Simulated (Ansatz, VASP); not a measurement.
## Two plane-wave programs on PbO3

```
CELL_PARAMETERS angstrom
3.56577 0.00000 0.00000
0.00000 3.56577 0.00000
0.00000 0.00000 3.56577
ATOMIC_POSITIONS crystal
Pb 0.00000 0.00000 0.00000
O 0.00000 0.50000 0.50000
O 0.50000 0.00000 0.50000
O 0.50000 0.50000 0.00000
```

Alike in both runs: functional PBE; k mesh 6 × 6 × 6; occupations gaussian, width 0.1 eV; no spin polarisation.

Ansatz relaxed the structure, and its values are those at the end. VASP's run is a single point on that final structure, the one shown.

|  | VASP | Ansatz |
| --- | --- | --- |
| version | VASP 6.6.1 | Ansatz 0.2.0 |
| potentials or method | VASP PAW PBE potentials, release 64 (Pb_d, O), cutoff 520 eV | scalar-relativistic, plane waves, PAW |
| valence electrons in the cell | 32 | 32 |

```csv
,VASP,Ansatz,Ansatz less VASP
gap on the k mesh at the Fermi level (eV),none,none,-
pressure (GPa),0.0,-0.1,-0.09
```

A gap of «none» marks a metal or a gap that the smearing closes.

Neither program's run includes spin-orbit coupling.
